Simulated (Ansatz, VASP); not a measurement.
**Two plane-wave programs on MgB2Te4**

```
Mg B Te
1.0
     5.60270    0.00000    0.00000
    -2.80135    4.85208    0.00000
     0.00000    0.00000    6.22075
Mg B Te
1 2 4
Direct
  0.00000 0.00000 0.00000
  0.00000 0.00000 0.63060
  0.00000 0.00000 0.36940
  0.33333 0.66667 0.00000
  0.66667 0.33333 0.00000
  0.33333 0.66667 0.50000
  0.66667 0.33333 0.50000
```

Alike in both runs: task relaxation of cell and atoms; functional PBE; k mesh 9 × 9 × 6; occupations gaussian, width 0.1 eV; no spin polarisation.

|  | VASP | Ansatz |
| --- | --- | --- |
| version | VASP 6.6.1 | Ansatz 0.2.0 |
| potentials or method | VASP PAW PBE potentials, release 64 (Mg, B, Te), cutoff 600 eV | scalar-relativistic, plane waves, PAW |
| valence electrons in the cell | 32 | 80 |

|  | VASP | Ansatz | Ansatz less VASP |
| --- | --- | --- | --- |
| gap on the k mesh at the Fermi level, each at its own relaxed structure (eV) | none | none | - |
| relaxed volume (Å³/atom) | 23.87 | 23.91 | +0.038 |
| relaxed cell length with the largest relative difference (Å) | 5.554 | 5.557 | +0.0032 |

A gap of «none» marks a metal or a gap that the smearing closes. VASP's potentials hold 32 valence electrons a cell and Ansatz's 80, so a difference there can come from the potentials and not from the codes.

Neither program's run includes spin-orbit coupling.
